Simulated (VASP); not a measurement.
# Cr (Im-3m) in VASP: single point with PBE

Aim: the single point of Cr with PBE.

All numbers are computed with VASP 6.6.1; they aren't measurements. Logs are shortened: lines on timing, memory, paths and dates and some standing lists are left out, and cuts for length are marked.

## 1. The cell of the first run

It takes space group Im-3m (No. 229, cubic). Conventional cell: a = 2.866 Å, b = 2.866 Å, c = 2.866 Å, α = 90.00°, β = 90.00°, γ = 90.00°. Cr (site symmetry m-3m) has 14 Cr at 2.48 to 2.87 Å within 3.3 Å.

## 2. Single point, PBE, collinear spin, antiferromagnetic start

Input file INCAR:

```
PREC     = Accurate       # precision mode
ENCUT    = 520            # plane-wave cutoff, eV
EDIFF    = 1E-6           # SCF threshold, eV
ISMEAR   = 1              # smearing method
SIGMA    = 0.1            # smearing width, eV
LREAL    = F              # projectors in reciprocal space
LASPH    = T              # aspherical terms in the spheres
NELM     = 150            # most SCF steps
ALGO     = Normal         # electronic algorithm
ISIF     = 2              # what is computed and relaxed
LWAVE    = F              # write WAVECAR
LCHARG   = T              # write CHGCAR
ISPIN    = 2              # spin polarisation
MAGMOM   = 1 -1           # initial moments
LORBIT   = 11             # projections on sites
LMAXMIX  = 4              # l up to which the mixer works
GGA      = PE             # functional
LELF     = T              # ELF
LVHAR    = T            
NBANDS   = 23             # bands
```

Input file KPOINTS:

```
Automatic mesh
0
Gamma
  18 18 18
```

Input file POSCAR:

```
Cr
1.0
    2.8658771007      0.0000000000      0.0000000000
    0.0000000000      2.8658771007      0.0000000000
    0.0000000000      0.0000000000      2.8658771007
Cr
2
Direct
    0.0000000000      0.0000000000      0.0000000000
    0.5000000000      0.5000000000      0.5000000000
```

Potentials or basis: VASP PAW PBE potentials, release 64 (Cr_pv).

Run with:

```
cat potpaw_PBE.64/Cr_pv/POTCAR > POTCAR
mpirun -np 1 vasp_std > vasp.out
```

OUTCAR:

```text
PREC = Accurate
   ENCUT = 520
   EDIFF = 1E-6
   ISMEAR = 1
   LREAL = F
   LASPH = T
   NELM = 150
   ISIF = 2
   ISPIN = 2
   LORBIT = 11
   GGA = PE

 ion  position               nearest neighbor table
   1  0.000  0.000  0.000-   2 2.48   2 2.48   2 2.48   2 2.48   2 2.48   2 2.48   2 2.48   2 2.48

   2  0.500  0.500  0.500-   1 2.48   1 2.48   1 2.48   1 2.48   1 2.48   1 2.48   1 2.48   1 2.48

  LATTYP: Found a simple cubic cell.
 ALAT       =     2.8658771007

  Lattice vectors:

 A1 = (   2.8658771007,   0.0000000000,   0.0000000000)
 A2 = (   0.0000000000,   2.8658771007,   0.0000000000)
 A3 = (   0.0000000000,   0.0000000000,   2.8658771007)

Analysis of symmetry for initial positions (statically):
=====================================================================
 Subroutine PRICEL returns following result:

  LATTYP: Found a body centered cubic cell.
 ALAT       =     2.8658771007

  Lattice vectors:

 A1 = (   1.4329385504,   1.4329385504,  -1.4329385503)
 A2 = (  -1.4329385504,   1.4329385503,   1.4329385503)
 A3 = (   1.4329385504,  -1.4329385503,   1.4329385504)

   2 primitive cells build up your supercell.

 Routine SETGRP: Setting up the symmetry group for a
 simple cubic supercell.

 Subroutine GETGRP returns: Found 48 space group operations
 (whereof 48 operations were pure point group operations)
 out of a pool of 48 trial point group operations.

The static configuration has the point symmetry O_h .

Analysis of symmetry for dynamics (positions and initial velocities):
=====================================================================
 Subroutine PRICEL returns following result:

  LATTYP: Found a body centered cubic cell.
 ALAT       =     2.8658771007

  Lattice vectors:

 A1 = (   1.4329385504,   1.4329385504,  -1.4329385503)
 A2 = (  -1.4329385504,   1.4329385503,   1.4329385503)
 A3 = (   1.4329385504,  -1.4329385503,   1.4329385504)

   2 primitive cells build up your supercell.

 Routine SETGRP: Setting up the symmetry group for a
 simple cubic supercell.

 Subroutine GETGRP returns: Found 48 space group operations
 (whereof 48 operations were pure point group operations)
 out of a pool of 48 trial point group operations.

The dynamic configuration has the point symmetry O_h .

Analysis of structural, dynamic, and magnetic symmetry:
=====================================================================
 Subroutine PRICEL returns following result:

  LATTYP: Found a body centered cubic cell.
 ALAT       =     2.8658771007

  Lattice vectors:

 A1 = (   1.4329385504,   1.4329385504,  -1.4329385503)
 A2 = (  -1.4329385504,   1.4329385503,   1.4329385503)
 A3 = (   1.4329385504,  -1.4329385503,   1.4329385504)

   2 primitive cells build up your supercell.

 Routine SETGRP: Setting up the symmetry group for a
 simple cubic supercell.

 Subroutine GETGRP returns: Found 48 space group operations
 (whereof 48 operations were pure point group operations)
 out of a pool of 48 trial point group operations.

The overall configuration has the point symmetry O_h .

 Subroutine INISYM returns: Found 48 space group operations
 (whereof 48 operations are pure point group operations),
 and found     2 'primitive' translations

----------------------------------------------------------------------------------------

                                     Primitive cell

  volume of cell :      11.7691

  direct lattice vectors                    reciprocal lattice vectors
     1.432938550  1.432938550 -1.432938550     0.348933316  0.348933316  0.000000000
    -1.432938550  1.432938550  1.432938550    -0.000000000  0.348933316  0.348933316
     1.432938550 -1.432938550  1.432938550     0.348933316  0.000000000  0.348933316

  length of vectors
     2.481922373  2.481922373  2.481922373     0.493466228  0.493466228  0.493466228

  position of ions in fractional coordinates (direct lattice)
     0.000000000  0.000000000  0.000000000

  ion indices of the primitive-cell ions
   primitive index   ion index
                 1           1

----------------------------------------------------------------------------------------

 KPOINTS: Automatic mesh

Automatic generation of k-mesh.
 Grid dimensions read from file:
 generate k-points for:   18   18   18

 Generating k-lattice:

  Cartesian coordinates                     Fractional coordinates (reciprocal lattice)
     0.019385184  0.000000000  0.000000000     0.055555556  0.000000000  0.000000000
     0.000000000  0.019385184  0.000000000     0.000000000  0.055555556  0.000000000
     0.000000000  0.000000000  0.019385184     0.000000000  0.000000000  0.055555556

  Length of vectors
     0.019385184  0.019385184  0.019385184

  Shift w.r.t. Gamma in fractional coordinates (k-lattice)
     0.000000000  0.000000000  0.000000000

 Subroutine IBZKPT returns following result:
 ===========================================

 Found    220 irreducible k-points:

 Following reciprocal coordinates:
            Coordinates               Weight
  0.000000  0.000000  0.000000      1.000000
  0.055556  0.000000  0.000000      6.000000
  0.111111  0.000000  0.000000      6.000000
  0.166667  0.000000  0.000000      6.000000
  0.222222  0.000000  0.000000      6.000000
  0.277778  0.000000  0.000000      6.000000
[... 16 lines left out ...]
  0.277778  0.111111  0.000000     24.000000
  0.333333  0.111111  0.000000     24.000000
 [... further k-points ...]
   k-points           NKPTS =    220   k-points in BZ     NKDIM =    220   number of bands    NBANDS=     23
   number of dos      NEDOS =    301   number of ions     NIONS =      2
   total plane-waves  NPLWV =  13824
   dimension x,y,z NGX =    24 NGY =   24 NGZ =   24
   dimension x,y,z NGXF=    48 NGYF=   48 NGZF=   48
   ions per type =               2
   NGX,Y,Z   is equivalent  to a cutoff of  13.92, 13.92, 13.92 a.u.
   NGXF,Y,Z  is equivalent  to a cutoff of  27.84, 27.84, 27.84 a.u.
 SYSTEM =  unknown system
   PREC   = accura    normal or accurate (medium, high low for compatibility)
   ISTART =      0    job   : 0-new  1-cont  2-samecut
   ICHARG =      2    charge: 1-file 2-atom 10-const
   ISPIN  =      2    spin polarized calculation?
   LNONCOLLINEAR =      F non collinear calculations
   LSORBIT =      F    spin-orbit coupling
   LASPH  =      T    aspherical Exc in radial PAW
   ENCUT  =  520.0 eV  38.22 Ry    6.18 a.u.   5.33  5.33  5.33*2*pi/ulx,y,z
   NELM   =    150;   NELMIN=  2; NELMDL= -5     # of ELM steps
   EDIFF  = 0.1E-05   stopping-criterion for ELM
   LREAL  =      F    real-space projection
   EDIFFG = 0.1E-04   stopping-criterion for IOM
   NSW    =      0    number of steps for IOM
   IBRION =     -1    ionic relax: 0-MD 1-quasi-New 2-CG
   NFREE  =      0    steps in history (QN), initial steepest desc. (CG)
   ISIF   =      2    stress and relaxation
   ISYM   =      2    0-nonsym 1-usesym 2-fastsym
   POTIM  = 0.5000    time-step for ionic-motion
   TEBEG  =    0.0;   TEEND  =   0.0 temperature during run
   PSTRESS=    0.0 pullay stress
   NELECT =      24.0000    total number of electrons
   NUPDOWN=      -1.0000    fix difference up-down
   EMIN   =  10.00;   EMAX   =-10.00  energy-range for DOS
   EFERMI =   0.00;   METHOD = LEGACY
   ISMEAR =     1;   SIGMA  =   0.10  broadening in eV -4-tet -1-fermi 0-gaus
   EFERMI_NEDOS =   21; number of points for ismear=-14 and -15
   IALGO  =     38    algorithm
   IMIX   =      4    mixing-type and parameters
     AMIX     =   0.40;   BMIX     =  1.00
     AMIX_MAG =   1.60;   BMIX_MAG =  1.00
  volume/ion in A,a.u.               =      11.77        79.42
  Fermi-wavevector in a.u.,A,eV,Ry     =   1.647736  3.113770 36.940288  2.715035
  Thomas-Fermi vector in A             =   2.737145
   LORBIT       =     11    0 simple, 1 ext, 2 COOP (PROOUT), +10 PAW based schemes
   GGA     = PE    functional components
   LHFCALC =     F    Hartree Fock is set to
   AEXX    =    0.0000 exact exchange contribution
   IVDW    =     0    specifies the selected vdW correction
   LEPSILON=     F    determine dielectric tensor
   LRPA    =     F    only Hartree local field effects (RPA)
 spin polarized calculation
 Methfessel and Paxton  Order N= 1 SIGMA  =   0.10
  energy-cutoff  :      520.00
  volume of cell :       23.54
 maximum number of plane-waves:       655
 NGX is ok and might be reduce to    24
   NGX = 11   NGY = 11   NGZ = 11

 number of electron      23.9999978 magnetization      -0.0000000

 number of electron      23.9999978 magnetization       0.0000000

 Free energy of the ion-electron system (eV)
  ---------------------------------------------------
  ext. energy  EPLUGINS =         0.00000000
  ---------------------------------------------------
  free energy    TOTEN  =       -19.06240431 eV

  energy without entropy =      -19.06281859  energy(sigma->0) =      -19.06254240

 E-fermi :  10.6890     XC(G=0): -13.5457

 val. band max:       10.6856967087   @ k =   0.3333   0.0556   0.0556
 cond. band min:      10.7128642392   @ k =   0.4444   0.1111   0.1111
 fundamental gap:      0.0271675305
 Fermi energy:        10.6890313295

 spin component 1

 k-point     1 :       0.0000    0.0000    0.0000
  band No.  band energies     occupation
      1     -32.8513      1.00000
      2     -32.8513      1.00000
      3     -32.8513      1.00000
      4     -31.5830      1.00000
      5     -31.5830      1.00000
      6     -31.5830      1.00000
[... 613 lines left out ...]
     22      25.6828      0.00000
     23      28.4051      0.00000

 [... further k-points ...]

 spin component 2

 k-point     1 :       0.0000    0.0000    0.0000
  band No.  band energies     occupation
      1     -32.8513      1.00000
      2     -32.8513      1.00000
      3     -32.8513      1.00000
      4     -31.5830      1.00000
      5     -31.5830      1.00000
      6     -31.5830      1.00000
[... 613 lines left out ...]
     22      25.6828      0.00000
     23      28.4051      0.00000

 [... further k-points ...]

------------------------ aborting loop because EDIFF is reached ----------------------------------------

  FORCE on cell =-STRESS in cart. coord.  units (eV):
  Direction    XX          YY          ZZ          XY          YZ          ZX
  --------------------------------------------------------------------------------------
  -------------------------------------------------------------------------------------
  Total       -0.0171884     -0.0171884     -0.0171884      0.0000000      0.0000000      0.0000000
  in kB       -1.1699638     -1.1699638     -1.1699638      0.0000000      0.0000000      0.0000000
  external PRESSURE =      -1.1699638 kB  Pullay stress =       0.0000000 kB

 VOLUME and BASIS-vectors are now :
 -----------------------------------------------------------------------------
  energy-cutoff  :      520.00
  volume of cell :       23.54
      direct lattice vectors                 reciprocal lattice vectors
     2.865877101  0.000000000  0.000000000     0.348933316  0.000000000  0.000000000
     0.000000000  2.865877101  0.000000000     0.000000000  0.348933316  0.000000000
     0.000000000  0.000000000  2.865877101     0.000000000  0.000000000  0.348933316

 POSITION                                       TOTAL-FORCE (eV/Angst)
 -----------------------------------------------------------------------------------
      0.00000      0.00000      0.00000         0.000000     -0.000000      0.000000
      1.43294      1.43294      1.43294        -0.000000      0.000000     -0.000000
 -----------------------------------------------------------------------------------
    total drift:                                0.000000      0.000000     -0.000000

  FREE ENERGIE OF THE ION-ELECTRON SYSTEM (eV)
  ---------------------------------------------------
  free  energy   TOTEN  =       -19.0624043109 eV

  energy  without entropy=      -19.0628185923  energy(sigma->0) =      -19.06254240

 total charge

# of ion       s       p       d       tot
------------------------------------------
    1        0.433   6.391   4.198  11.022
    2        0.433   6.391   4.198  11.022
--------------------------------------------------
tot          0.867  12.781   8.395  22.043

 magnetization (x)

# of ion       s       p       d       tot
------------------------------------------
    1        0.014   0.008   1.097   1.119
    2       -0.014  -0.008  -1.097  -1.119
--------------------------------------------------
tot          0.000   0.000   0.000   0.000
```

Run time: 2.4 min. Hardware: 1 thread of Intel Xeon Platinum 8259CL at 2.50GHz (Skylake/Cascade Lake), shared host; peak memory 0.27 GiB.

What came out:

```
Free energy                                           : -19.0624 eV
Pressure                                              : -0.1 GPa
Band gap on the k mesh                                : zero (filled and empty bands overlap)
Net moment                                            : 0.00 μB per cell
Site moments                                          : Cr +1.12, -1.12 μB
Valence electrons inside the program's atomic spheres : Cr 11.02
```

Levels at points of the mesh, in eV from the Fermi level:
Spin up:
| k point | band 10 | band 11 | band 12 | band 13 | band 14 | band 15 |
| --- | --- | --- | --- | --- | --- | --- |
| (0.00, 0.00, 0.00) | -0.87 | -0.87 | -0.87 | 1.26 | 1.26 | 2.61 |
| (0.50, 0.00, 0.00) | -1.28 | -0.80 | -0.80 | 0.20 | 0.22 | 0.22 |
| (0.50, 0.50, 0.00) | -2.35 | 1.10 | 1.10 | 1.11 | 1.12 | 1.37 |
| (0.50, 0.50, 0.50) | -1.85 | -1.85 | -1.85 | 1.17 | 1.17 | 2.08 |
Spin down:
```
           k point  band 8  band 9  band 10  band 11  band 12  band 13  band 14  band 15  band 16  band 17
(0.00, 0.00, 0.00)   -4.15   -4.15    -0.87    -0.87    -0.87     1.26     1.26     2.61     2.61     2.61
(0.50, 0.00, 0.00)   -3.75   -2.04    -1.28    -0.80    -0.80     0.20     0.22     0.22     1.37     2.20
(0.50, 0.50, 0.00)   -4.23   -2.35    -2.35     1.10     1.10     1.11     1.12     1.37     2.02     2.95
(0.50, 0.50, 0.50)   -2.56   -2.56    -1.85    -1.85    -1.85     1.17     1.17     2.08     2.08     6.50
```
